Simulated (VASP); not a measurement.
# AlCd2O (Cmmm) in VASP: further runs, part 2 of 2

VASP 6.6.1. Earlier steps stand in the parts before.

### 3 Single point, PBE

This run uses another cell than the first one, of 24.24 Å³/atom, 1.295 times its volume.

INCAR

```
ALGO = Normal ; EDIFF = 1E-7
ENCUT = 520 ; GGA = PE
ISIF = 2 ; ISMEAR = 0
LASPH = T ; LCHARG = F
LREAL = F ; LWAVE = F
NBANDS = 24 ; NELM = 100
PREC = Accurate ; SIGMA = 0.1
```

KPOINTS

```
k-points
0
Gamma
  4 4 4
```

POSCAR

```
AlCd2O
1.0
    1.7157833111     -5.2470728069      0.0000000000
    1.7157833111      5.2470728069      0.0000000000
    0.0000000000      0.0000000000      5.3855285726
Al Cd O
1 2 1
Direct
    0.5000000000      0.5000000000      0.0000000000
    0.6375753962      0.3624246038      0.5000000000
    0.3624246038      0.6375753962      0.5000000000
    0.0000000000      0.0000000000      0.0000000000
```

Potentials or basis: VASP PAW PBE potentials, release 64 (Al, Cd, O).

The run is started by

```sh
$ cat potpaw_PBE.64/Al/POTCAR potpaw_PBE.64/Cd/POTCAR potpaw_PBE.64/O/POTCAR > POTCAR
$ mpirun -np 1 vasp_std > vasp.out
```

OUTCAR:

```text
EDIFF = 1E-7
   ENCUT = 520
   GGA = PE
   ISIF = 2
   ISMEAR = 0
   LASPH = T
   LREAL = F
   NELM = 100
   PREC = Accurate

 ion  position               nearest neighbor table
   1  0.500  0.500  0.000-   4 1.72   4 1.72   2 3.06   2 3.06   3 3.06   3 3.06
   2  0.638  0.362  0.500-   3 2.89   3 2.92   3 2.92   1 3.06   1 3.06
   3  0.362  0.638  0.500-   2 2.89   2 2.92   2 2.92   1 3.06   1 3.06
   4  0.000  0.000  0.000-   1 1.72   1 1.72

  LATTYP: Found a base centered orthorhombic cell.
 ALAT       =     3.4315666222
 B/A-ratio  =     3.0581209020
 C/A-ratio  =     1.5694081350

  Lattice vectors:

 A1 = (   1.7157833111,  -5.2470728069,   0.0000000000)
 A2 = (   1.7157833111,   5.2470728069,   0.0000000000)
 A3 = (   0.0000000000,   0.0000000000,   5.3855285726)

Analysis of symmetry for initial positions (statically):
=====================================================================
 Subroutine PRICEL returns:
 Original cell was already a primitive cell.

 Routine SETGRP: Setting up the symmetry group for a
 base centered orthorhombic supercell.

 Subroutine GETGRP returns: Found  8 space group operations
 (whereof  8 operations were pure point group operations)
 out of a pool of  8 trial point group operations.

The static configuration has the point symmetry D_2h.

Analysis of symmetry for dynamics (positions and initial velocities):
=====================================================================
 Subroutine PRICEL returns:
 Original cell was already a primitive cell.

 Routine SETGRP: Setting up the symmetry group for a
 base centered orthorhombic supercell.

[... 115 lines left out ...]
   NELECT =      33.0000    total number of electrons
   NUPDOWN=      -1.0000    fix difference up-down
   EMIN   =  10.00;   EMAX   =-10.00  energy-range for DOS
   EFERMI =   0.00;   METHOD = LEGACY
   ISMEAR =     0;   SIGMA  =   0.10  broadening in eV -4-tet -1-fermi 0-gaus
   EFERMI_NEDOS =   21; number of points for ismear=-14 and -15
   IALGO  =     38    algorithm
   IMIX   =      4    mixing-type and parameters
     AMIX     =   0.40;   BMIX     =  1.00
     AMIX_MAG =   1.60;   BMIX_MAG =  1.00
  volume/ion in A,a.u.               =      24.24       163.60
  Fermi-wavevector in a.u.,A,eV,Ry     =   1.142967  2.159894 17.774278  1.306373
  Thomas-Fermi vector in A             =   2.279663
   LORBIT       =      0    0 simple, 1 ext, 2 COOP (PROOUT), +10 PAW based schemes
   GGA     = PE    functional components
   LHFCALC =     F    Hartree Fock is set to
   AEXX    =    0.0000 exact exchange contribution
   IVDW    =     0    specifies the selected vdW correction
   LEPSILON=     F    determine dielectric tensor
   LRPA    =     F    only Hartree local field effects (RPA)
 non-spin polarized calculation
 Gauss-broadening in eV      SIGMA  =   0.10
  energy-cutoff  :      520.00
  volume of cell :       96.97
 maximum number of plane-waves:      2644
 NGX is ok and might be reduce to    42
   NGX = 21   NGY = 21   NGZ = 21

 number of electron      32.9999995 magnetization

 Free energy of the ion-electron system (eV)
  ---------------------------------------------------
  ext. energy  EPLUGINS =         0.00000000
  ---------------------------------------------------
  free energy    TOTEN  =       -12.64355548 eV

  energy without entropy =      -12.64014927  energy(sigma->0) =      -12.64185237

 E-fermi :   1.7309     XC(G=0):  -8.7995

 val. band max:        1.6227100616   @ k =   0.5000   0.5000   0.2500
 cond. band min:       1.7386090722   @ k =   0.2500   0.2500   0.5000
 fundamental gap:      0.1158990106
 Fermi energy:         1.7309420469

 k-point     1 :       0.0000    0.0000    0.0000
  band No.  band energies     occupation
      1     -17.8172      2.00000
      2      -7.4121      2.00000
      3      -7.2738      2.00000
      4      -7.1444      2.00000
      5      -6.9763      2.00000
      6      -6.9617      2.00000
[... 556 lines left out ...]
     23       9.3049      0.00000
     24      10.3289      0.00000

------------------------ aborting loop because EDIFF is reached ----------------------------------------

  FORCE on cell =-STRESS in cart. coord.  units (eV):
  Direction    XX          YY          ZZ          XY          YZ          ZX
  --------------------------------------------------------------------------------------
  -------------------------------------------------------------------------------------
  Total        0.1379600      0.1123741      0.0109788      0.0000000      0.0000000      0.0000000
  in kB        2.2794281      1.8566879      0.1813952      0.0000000      0.0000000      0.0000000
  external PRESSURE =       1.4391704 kB  Pullay stress =       0.0000000 kB

 VOLUME and BASIS-vectors are now :
 -----------------------------------------------------------------------------
  energy-cutoff  :      520.00
  volume of cell :       96.97
      direct lattice vectors                 reciprocal lattice vectors
     1.715783311 -5.247072807  0.000000000     0.291412090 -0.095291226  0.000000000
     1.715783311  5.247072807  0.000000000     0.291412090  0.095291226  0.000000000
     0.000000000  0.000000000  5.385528573     0.000000000  0.000000000  0.185682795

 POSITION                                       TOTAL-FORCE (eV/Angst)
 -----------------------------------------------------------------------------------
      1.71578      0.00000      0.00000         0.000000      0.000000      0.000000
      1.71578     -1.44374      2.69276         0.000000      0.001922     -0.000000
      1.71578      1.44374      2.69276         0.000000     -0.001922      0.000000
      0.00000      0.00000      0.00000         0.000000     -0.000000      0.000000
 -----------------------------------------------------------------------------------
    total drift:                                0.000000      0.000000     -0.000000

  FREE ENERGIE OF THE ION-ELECTRON SYSTEM (eV)
  ---------------------------------------------------
  free  energy   TOTEN  =       -12.6435554753 eV

  energy  without entropy=      -12.6401492680  energy(sigma->0) =      -12.64185237
```

stdout:

```text
POSCAR found type information on POSCAR AlCdO
 POSCAR found :  3 types and       4 ions
 scaLAPACK will be used
 LDA part: xc-table for (Slater+PW92), standard interpolation
 POSCAR, INCAR and KPOINTS ok, starting setup
 FFT: planning ... GRIDC
 FFT: planning ... GRID_SOFT
 FFT: planning ... GRID
 WAVECAR not read
 entering main loop
```

It took 42 s on 1 thread of Intel Xeon 6975P-C (Granite Rapids), shared host; peak memory 0.26 GiB.

What came out:

```
Free energy : -12.6436 eV
Pressure    : 0.1 GPa
```

Caveat: the k points lie up to 0.48 Å⁻¹ apart; an odd number of electrons without spin polarisation forces a metal; a magnetic or distorted state may lie lower.
